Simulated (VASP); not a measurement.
# Cu (P6_3/mmc) in VASP: settings compared

The runs below take Cu through single point, relaxation of cell and atoms, with r2SCAN, r2SCAN+U.

Everything below comes from runs of VASP 6.6.1. Logs are shortened: lines on timing, memory, paths and dates and some standing lists are left out, and cuts for length are marked.

### Step 1. The cell of the first run

It takes space group P6_3/mmc (No. 194, hexagonal). Conventional cell: a = 2.531 Å, b = 2.531 Å, c = 4.130 Å, α = 90.00°, β = 90.00°, γ = 120.00°. Cu (site symmetry -6m2) has 12 Cu at 2.53 Å within 3.3 Å.

### Step 2. Single point, r2SCAN

Contents of POSCAR:

```
Cu
1.0
    2.5305027271      0.0000000000      0.0000000000
   -1.2652513636      2.1914796461      0.0000000000
    0.0000000000      0.0000000000      4.1298555581
Cu
2
Direct
    0.3333333333      0.6666666667      0.2500000000
    0.6666666667      0.3333333333      0.7500000000
```

Contents of INCAR.step1:

```
ALGO = Normal
EDIFF = 1E-4
ENCUT = 520
GGA = PE
ISMEAR = 0
LASPH = T
LCHARG = F
LREAL = F
LWAVE = T
NBANDS = 18
NELM = 80
PREC = Accurate
SIGMA = 0.15
```

Contents of INCAR.step2:

```
ALGO = Normal
EDIFF = 1E-6
ENCUT = 520
ISIF = 2
ISMEAR = 0
ISTART = 1
LASPH = T
LCHARG = F
LMIXTAU = T
LREAL = F
LWAVE = F
METAGGA = R2SCAN
NBANDS = 18
NELM = 80
PREC = Accurate
SIGMA = 0.15
```

Contents of KPOINTS:

```
k-points
0
Gamma
  18 18 8
```

Potentials or basis: VASP PAW PBE potentials, release 64 (Cu).

Launch:

```console
$ cat potpaw_PBE.64/Cu/POTCAR > POTCAR
$ cp INCAR.step1 INCAR
$ mpirun -np 1 vasp_std > vasp.out
$ cp INCAR.step2 INCAR
$ mpirun -np 1 vasp_std > vasp.out
```

OUTCAR:

```text
EDIFF = 1E-6
   ENCUT = 520
   ISIF = 2
   ISMEAR = 0
   ISTART = 1
   LASPH = T
   LREAL = F
   METAGGA = R2SCAN
   NELM = 80
   PREC = Accurate

 ion  position               nearest neighbor table
   1  0.333  0.667  0.250-   2 2.53   2 2.53   2 2.53   2 2.53   2 2.53   2 2.53
   2  0.667  0.333  0.750-   1 2.53   1 2.53   1 2.53   1 2.53   1 2.53   1 2.53

  LATTYP: Found a hexagonal cell.
 ALAT       =     2.5305027271
 C/A-ratio  =     1.6320296809

  Lattice vectors:

 A1 = (   2.5305027271,   0.0000000000,   0.0000000000)
 A2 = (  -1.2652513636,   2.1914796461,   0.0000000000)
 A3 = (   0.0000000000,   0.0000000000,   4.1298555581)

Analysis of symmetry for initial positions (statically):
=====================================================================
 Subroutine PRICEL returns:
 Original cell was already a primitive cell.

 Routine SETGRP: Setting up the symmetry group for a
 hexagonal supercell.

 Subroutine GETGRP returns: Found 24 space group operations
 (whereof 12 operations were pure point group operations)
 out of a pool of 24 trial point group operations.

The static configuration has the point symmetry D_3d.
 The point group associated with its full space group is D_6h.

Analysis of symmetry for dynamics (positions and initial velocities):
=====================================================================
 Subroutine PRICEL returns:
 Original cell was already a primitive cell.

 Routine SETGRP: Setting up the symmetry group for a
 hexagonal supercell.

 Subroutine GETGRP returns: Found 24 space group operations
 (whereof 12 operations were pure point group operations)
 out of a pool of 24 trial point group operations.

The dynamic configuration has the point symmetry D_3d.
 The point group associated with its full space group is D_6h.

 Subroutine INISYM returns: Found 24 space group operations
 (whereof 12 operations are pure point group operations),
 and found     1 'primitive' translations

----------------------------------------------------------------------------------------

                                     Primitive cell

  volume of cell :      22.9023

  direct lattice vectors                    reciprocal lattice vectors
     2.530502727  0.000000000  0.000000000     0.395178393  0.228156351  0.000000000
    -1.265251364  2.191479646  0.000000000     0.000000000  0.456312703  0.000000000
     0.000000000  0.000000000  4.129855558     0.000000000  0.000000000  0.242139219

  length of vectors
     2.530502727  2.530502727  4.129855558     0.456312703  0.456312703  0.242139219

  position of ions in fractional coordinates (direct lattice)
     0.333333333  0.666666667  0.250000000
     0.666666667  0.333333333  0.750000000

  ion indices of the primitive-cell ions
   primitive index   ion index
                 1           1
                 2           2

----------------------------------------------------------------------------------------

 KPOINTS: k-points

Automatic generation of k-mesh.
 Grid dimensions read from file:
 generate k-points for:   18   18    8

 Generating k-lattice:

  Cartesian coordinates                     Fractional coordinates (reciprocal lattice)
     0.021954355  0.012675353  0.000000000     0.055555556  0.000000000  0.000000000
     0.000000000  0.025350706  0.000000000     0.000000000  0.055555556  0.000000000
     0.000000000  0.000000000  0.030267402     0.000000000  0.000000000  0.125000000

  Length of vectors
     0.025350706  0.025350706  0.030267402

  Shift w.r.t. Gamma in fractional coordinates (k-lattice)
     0.000000000  0.000000000  0.000000000

 Subroutine IBZKPT returns following result:
 ===========================================

 Found    185 irreducible k-points:

 Following reciprocal coordinates:
            Coordinates               Weight
  0.000000  0.000000  0.000000      1.000000
  0.055556 -0.000000  0.000000      6.000000
  0.111111 -0.000000  0.000000      6.000000
  0.166667 -0.000000  0.000000      6.000000
  0.222222  0.000000  0.000000      6.000000
  0.277778 -0.000000  0.000000      6.000000
[... 16 lines left out ...]
  0.333333  0.111111  0.000000     12.000000
  0.388889  0.111111  0.000000     12.000000
 [... further k-points ...]
   k-points           NKPTS =    185   k-points in BZ     NKDIM =    185   number of bands    NBANDS=     18
   number of dos      NEDOS =    301   number of ions     NIONS =      2
   total plane-waves  NPLWV =  12800
   dimension x,y,z NGX =    20 NGY =   20 NGZ =   32
   dimension x,y,z NGXF=    40 NGYF=   40 NGZF=   64
   ions per type =               2
   NGX,Y,Z   is equivalent  to a cutoff of  13.14, 13.14, 12.88 a.u.
   NGXF,Y,Z  is equivalent  to a cutoff of  26.28, 26.28, 25.76 a.u.
 SYSTEM =  unknown system
   PREC   = accura    normal or accurate (medium, high low for compatibility)
   ISTART =      1    job   : 0-new  1-cont  2-samecut
   ICHARG =      0    charge: 1-file 2-atom 10-const
   ISPIN  =      1    spin polarized calculation?
   LNONCOLLINEAR =      F non collinear calculations
   LSORBIT =      F    spin-orbit coupling
   LASPH  =      T    aspherical Exc in radial PAW
   ENCUT  =  520.0 eV  38.22 Ry    6.18 a.u.   4.71  4.71  7.68*2*pi/ulx,y,z
   NELM   =     80;   NELMIN=  2; NELMDL=  0     # of ELM steps
   EDIFF  = 0.1E-05   stopping-criterion for ELM
   LREAL  =      F    real-space projection
   EDIFFG = 0.1E-04   stopping-criterion for IOM
   NSW    =      0    number of steps for IOM
   IBRION =     -1    ionic relax: 0-MD 1-quasi-New 2-CG
   NFREE  =      0    steps in history (QN), initial steepest desc. (CG)
   ISIF   =      2    stress and relaxation
   ISYM   =      2    0-nonsym 1-usesym 2-fastsym
   POTIM  = 0.5000    time-step for ionic-motion
   TEBEG  =    0.0;   TEEND  =   0.0 temperature during run
   PSTRESS=    0.0 pullay stress
   NELECT =      22.0000    total number of electrons
   NUPDOWN=      -1.0000    fix difference up-down
   EMIN   =  10.00;   EMAX   =-10.00  energy-range for DOS
   EFERMI =   0.00;   METHOD = LEGACY
   ISMEAR =     0;   SIGMA  =   0.15  broadening in eV -4-tet -1-fermi 0-gaus
   EFERMI_NEDOS =   21; number of points for ismear=-14 and -15
   IALGO  =     38    algorithm
   IMIX   =      4    mixing-type and parameters
     AMIX     =   0.40;   BMIX     =  1.00
     AMIX_MAG =   1.60;   BMIX_MAG =  1.00
  volume/ion in A,a.u.               =      11.45        77.28
  Fermi-wavevector in a.u.,A,eV,Ry     =   1.615311  3.052494 35.500703  2.609228
  Thomas-Fermi vector in A             =   2.710079
   LORBIT       =      0    0 simple, 1 ext, 2 COOP (PROOUT), +10 PAW based schemes
   METAGGA = R2SCAN    functional components
   LHFCALC =     F    Hartree Fock is set to
   AEXX    =    0.0000 exact exchange contribution
   IVDW    =     0    specifies the selected vdW correction
   LEPSILON=     F    determine dielectric tensor
   LRPA    =     F    only Hartree local field effects (RPA)
 non-spin polarized calculation
 Gauss-broadening in eV      SIGMA  =   0.15
  energy-cutoff  :      520.00
  volume of cell :       22.90
 maximum number of plane-waves:       634
 NGX is ok and might be reduce to    20
   NGX =  9   NGY =  9   NGZ = 15

 number of electron      21.9999982 magnetization

 Free energy of the ion-electron system (eV)
  ---------------------------------------------------
  ext. energy  EPLUGINS =         0.00000000
  ---------------------------------------------------
  free energy    TOTEN  =       -21.63464165 eV

  energy without entropy =      -21.62661945  energy(sigma->0) =      -21.63063055

 E-fermi :   7.7419     XC(G=0): -13.9528

 val. band max:        7.7186845711   @ k =   0.2222   0.2222   0.5000
 cond. band min:       7.7595997750   @ k =   0.5000  -0.0000   0.0000
 fundamental gap:      0.0409152039
 Fermi energy:         7.7419400604

 k-point     1 :       0.0000    0.0000    0.0000
  band No.  band energies     occupation
      1      -2.1313      2.00000
      2       2.3657      2.00000
      3       4.5459      2.00000
      4       4.6041      2.00000
      5       4.6043      2.00000
      6       4.8265      2.00000
[... 10 lines left out ...]
     17      32.6512      0.00000
     18      32.6514      0.00000

 k-point     2 :       0.0556   -0.0000    0.0000
  band No.  band energies     occupation
      1      -2.0251      2.00000
      2       2.4265      2.00000
      3       4.4715      2.00000
      4       4.6428      2.00000
      5       4.6681      2.00000
      6       4.8071      2.00000
[... 10 lines left out ...]
     17      33.2669      0.00000
     18      33.3122      0.00000

 k-point     3 :       0.1111   -0.0000    0.0000
  band No.  band energies     occupation
      1      -1.7095      2.00000
      2       2.5968      2.00000
      3       4.3503      2.00000
      4       4.7197      2.00000
      5       4.7558      2.00000
      6       4.8009      2.00000
[... 10 lines left out ...]
     17      33.0182      0.00000
     18      33.9995      0.00000

 k-point     4 :       0.1667   -0.0000    0.0000
  band No.  band energies     occupation
      1      -1.1949      2.00000
      2       2.8371      2.00000
      3       4.2125      2.00000
      4       4.3765      2.00000
      5       4.6493      2.00000
      6       4.9333      2.00000
[... 375 lines left out ...]
      4       3.9266      2.00000
      5       4.4984      2.00000
      6       4.6758      2.00000
[... 10 lines left out ...]
     17      24.7573      0.00000
     18      28.3688      0.00000

 k-point    23 :       0.3333    0.1111    0.0000
  band No.  band energies     occupation
      1       2.2042      2.00000
      2       3.1649      2.00000
      3       3.2781      2.00000
      4       4.0382      2.00000
      5       4.4593      2.00000
      6       4.7076      2.00000
[... 10 lines left out ...]
     17      22.6372      0.00000
     18      27.8833      0.00000

 k-point    24 :       0.3889    0.1111    0.0000
  band No.  band energies     occupation
      1       2.6609      2.00000
      2       3.0697      2.00000
      3       3.1939      2.00000
      4       4.2070      2.00000
      5       4.4512      2.00000
      6       4.6213      2.00000
[... 10 lines left out ...]
     17      20.9122      0.00000
     18      27.5893      0.00000

 [... further k-points ...]
[... 5 lines left out ...]
  --------------------------------------------------------------------------------------
  -------------------------------------------------------------------------------------
  Total        0.1261904      0.1261904      0.0998874     -0.0000000     -0.0000000      0.0000000
  in kB        8.8279089      8.8279089      6.9878264     -0.0000000     -0.0000000      0.0000000
  external PRESSURE =       8.2145481 kB  Pullay stress =       0.0000000 kB

 VOLUME and BASIS-vectors are now :
 -----------------------------------------------------------------------------
  energy-cutoff  :      520.00
  volume of cell :       22.90
      direct lattice vectors                 reciprocal lattice vectors
     2.530502727  0.000000000  0.000000000     0.395178393  0.228156351  0.000000000
    -1.265251364  2.191479646  0.000000000     0.000000000  0.456312703  0.000000000
     0.000000000  0.000000000  4.129855558     0.000000000  0.000000000  0.242139219

 POSITION                                       TOTAL-FORCE (eV/Angst)
 -----------------------------------------------------------------------------------
     -0.00000      1.46099      1.03246         0.000000     -0.000000      0.000000
      1.26525      0.73049      3.09739        -0.000000      0.000000     -0.000000
 -----------------------------------------------------------------------------------
    total drift:                               -0.000000      0.000000     -0.000000

  FREE ENERGIE OF THE ION-ELECTRON SYSTEM (eV)
  ---------------------------------------------------
  free  energy   TOTEN  =       -21.6346416549 eV

  energy  without entropy=      -21.6266194510  energy(sigma->0) =      -21.63063055
```

Wall time 6.7 min (1 thread of Intel Xeon 6975P-C, shared host); peak memory 0.19 GiB.

Results:

* Free energy: -21.6346 eV
* Pressure: 0.8 GPa
* Band gap on the k mesh: zero (band 11 reaches 12.07 eV, above the bottom of band 12 at 5.68 eV)

Levels at points of the mesh, in eV from the Fermi level:
| k point | band 9 | band 10 | band 11 | band 12 | band 13 | band 14 |
| --- | --- | --- | --- | --- | --- | --- |
| (0.00, 0.00, 0.00) | -2.62 | -1.83 | -1.83 | -1.09 | 4.18 | 22.44 |
| (0.50, 0.00, 0.00) | -1.68 | -1.62 | 0.02 | 1.75 | 8.30 | 8.82 |
| (0.00, 0.00, 0.50) | -2.07 | -2.07 | -2.07 | -2.07 | 13.31 | 13.31 |
| (0.50, 0.00, 0.50) | -1.66 | -1.66 | 0.53 | 0.53 | 5.30 | 5.30 |

Caveat: the PAW data sets were made with another functional, which shifts forces and pressure a little.

### Step 3. Relaxation of cell and atoms, r2SCAN, target pressure 1 GPa, at which the enthalpy is minimised

This run uses another cell than the first one, of 11.34 Å³/atom, 0.991 times its volume.

Contents of POSCAR:

```
Cu
1.0
    2.5225873658      0.0000000000      0.0000000000
   -1.2612936829      2.1846247421      0.0000000000
    0.0000000000      0.0000000000      4.1169374535
Cu
2
Direct
    0.3333333333      0.6666666667      0.2500000000
    0.6666666667      0.3333333333      0.7500000000
```

Contents of INCAR.step1:

```
SYSTEM = Cu
  PREC = Accurate
  ENCUT = 600
  ISMEAR = 0
  SIGMA = 0.1
  LREAL = .False.
  LASPH = .True.
  NELM = 100
  GGA = PE
  ALGO = Normal
  EDIFF = 1E-4
  LWAVE = .True.
  LCHARG = .False.
```

Contents of INCAR.step2:

```
SYSTEM = Cu
  PREC = Accurate
  ENCUT = 600
  EDIFF = 1E-6
  ISMEAR = 0
  SIGMA = 0.1
  LREAL = .False.
  LASPH = .True.
  NELM = 100
  ALGO = Normal
  ISIF = 3
  LWAVE = .False.
  LCHARG = .False.
  METAGGA = R2SCAN
  LMIXTAU = .True.
  IBRION = 2
  NSW = 70
  EDIFFG = -0.008
  PSTRESS = 10.0
  ISTART = 1
```

Contents of KPOINTS:

```
Automatic mesh
0
Gamma
  18 18 10
  0 0 0
```

Potentials or basis: VASP PAW PBE potentials, release 64 (Cu).

Launch:

```console
$ cat potpaw_PBE.64/Cu/POTCAR > POTCAR
$ cp INCAR.step1 INCAR
$ mpirun -np 1 vasp_std > vasp.out
$ cp INCAR.step2 INCAR
$ mpirun -np 1 vasp_std > vasp.out
```

Wall time 11 min (1 thread of Intel Xeon Platinum 8375C at 2.90GHz (Ice Lake), shared host); peak memory 0.21 GiB.

Results (log left out):

| Item | Value |
| --- | --- |
| Free energy | -21.6324 eV |
| Relaxed volume | 11.43 Å³/atom |
| Relaxed cell | a = 2.529 Å, b = 2.529 Å, c = 4.127 Å, α = 90.00°, β = 90.00°, γ = 120.00° |
| Space group after relaxing (to 0.05 Å) | P6_3/mmc (No. 194) |
| Energy change on relaxing (the enthalpy is what falls) | -1.0 meV/atom |
| Ionic steps | 4 |
| Pressure after relaxing | 0.9 GPa |
| Band gap on the k mesh | zero (band 11 reaches 12.09 eV, above the bottom of band 12 at 5.70 eV) |

Step by step:
| step | energy change (eV) | largest force (eV/Å) | pressure (GPa) | volume (Å³) |
| --- | --- | --- | --- | --- |
| 1 | 0.0000 | 0.0000 | 2.28 | 22.69 |
| 2 | -0.0024 | 0.0000 | 0.17 | 22.99 |
| 3 | -0.0020 | 0.0000 | 0.90 | 22.88 |
| 4 | -0.0019 | 0.0000 | 0.94 | 22.87 |

Final structure:
```xyz
2
Lattice="2.5293 0.0000 0.0000 -1.2647 2.1905 0.0000 0.0000 0.0000 4.1274" Properties=species:S:1:pos:R:3 pbc="T T T"
Cu    0.0000    1.4603    1.0319
Cu    1.2647    0.7302    3.0956
```

Levels at points of the mesh, in eV from the Fermi level:
```
           k point  band 9  band 10  band 11  band 12  band 13  band 14
(0.00, 0.00, 0.00)   -2.61    -1.81    -1.81    -1.08     4.21    22.47
(0.50, 0.00, 0.00)   -1.67    -1.60     0.04     1.77     8.33     8.85
(0.00, 0.00, 0.50)   -2.05    -2.05    -2.05    -2.05    13.34    13.34
(0.50, 0.00, 0.50)   -1.64    -1.64     0.54     0.54     5.33     5.33
```

Caveat: the cell is relaxed towards a set pressure, so the enthalpy falls and the energy may rise; the PAW data sets were made with another functional, which shifts forces and pressure a little.

### Step 4. Single point, r2SCAN+U

This run uses another cell than the first one, of 11.64 Å³/atom, 1.017 times its volume.

Contents of POSCAR:

```
Cu
1.0
    2.5451275110      0.0000000000      0.0000000000
   -1.2725637555      2.2041450804      0.0000000000
    0.0000000000      0.0000000000      4.1506644145
Cu
2
Direct
    0.3333333333      0.6666666667      0.2500000000
    0.6666666667      0.3333333333      0.7500000000
```

Contents of INCAR.step1:

```
PREC     = Accurate       # precision mode
ENCUT    = 520            # plane-wave cutoff, eV
ISMEAR   = 0              # smearing method
SIGMA    = 0.1            # smearing width, eV
LREAL    = False          # projectors in reciprocal space
LASPH    = True           # aspherical terms in the spheres
NELM     = 150            # most SCF steps
LMAXMIX  = 4              # l up to which the mixer works
LDAU     = True           # DFT+U
LDAUTYPE = 2            
LDAUL    = 2              # shell
LDAUU    = 5              # U, eV
LDAUJ    = 0            
NBANDS   = 18             # bands
GGA      = PE             # functional
ALGO     = Normal         # electronic algorithm
EDIFF    = 1E-4           # SCF threshold, eV
LWAVE    = True           # write WAVECAR
LCHARG   = False          # write CHGCAR
```

Contents of INCAR.step2:

```
PREC     = Accurate       # precision mode
ENCUT    = 520            # plane-wave cutoff, eV
EDIFF    = 1E-7           # SCF threshold, eV
ISMEAR   = 0              # smearing method
SIGMA    = 0.1            # smearing width, eV
LREAL    = False          # projectors in reciprocal space
LASPH    = True           # aspherical terms in the spheres
NELM     = 150            # most SCF steps
ALGO     = Normal         # electronic algorithm
ISIF     = 2              # what is computed and relaxed
LWAVE    = False          # write WAVECAR
LCHARG   = False          # write CHGCAR
LMAXMIX  = 4              # l up to which the mixer works
LDAU     = True           # DFT+U
LDAUTYPE = 2            
LDAUL    = 2              # shell
LDAUU    = 5              # U, eV
LDAUJ    = 0            
LDAUPRINT= 1            
METAGGA  = R2SCAN         # meta-GGA
LMIXTAU  = True         
NBANDS   = 18             # bands
ISTART   = 1
```

Contents of KPOINTS:

```
Automatic mesh
0
Gamma
  18 18 10
```

Launch:

```console
$ cat potpaw_PBE.64/Cu/POTCAR > POTCAR
$ cp INCAR.step1 INCAR
$ mpirun -np 1 vasp_std > vasp.out
$ cp INCAR.step2 INCAR
$ mpirun -np 1 vasp_std > vasp.out
```

It took 3.9 min on 1 thread of Intel Xeon 6975P-C, shared host; peak memory 0.2 GiB.

It converged, with:

```yaml
Free_energy: -18.4016 eV
Pressure: -3.6 GPa
Band_gap_on_the_k_mesh: zero (band 11 reaches 11.66 eV, above the bottom of band 12 at 4.08 eV)
```

Stress tensor (GPa, compression positive):
```
-3.71  0.00  0.00
 0.00 -3.71  0.00
 0.00  0.00 -3.43
```

Levels at points of the mesh, in eV from the Fermi level:
```
           k point  band 9  band 10  band 11  band 12  band 13  band 14
(0.00, 0.00, 0.00)   -3.57    -2.79    -2.79    -0.46     4.16    22.54
(0.50, 0.00, 0.00)   -2.64    -2.57     0.03     1.76     8.54     9.15
(0.00, 0.00, 0.50)   -3.02    -3.02    -3.02    -3.02    13.28    13.28
(0.50, 0.00, 0.50)   -2.61    -2.61     0.99     0.99     5.29     5.29
```

Eigenvalues of the final occupation matrices:
| site | spin | trace | eigenvalues |
| --- | --- | --- | --- |
| site 1 d | 1 | 4.70 | 0.94 0.94 0.94 0.94 0.94 |
| site 1 d | 2 | 4.70 | 0.94 0.94 0.94 0.94 0.94 |
| site 2 d | 1 | 4.70 | 0.94 0.94 0.94 0.94 0.94 |
| site 2 d | 2 | 4.70 | 0.94 0.94 0.94 0.94 0.94 |

Caveat: the PAW data sets were made with another functional, which shifts forces and pressure a little; U without spin polarisation on a metal has little footing; the U is typed as a test and isn't derived for this compound.

(Continued in part 2 of 2.)
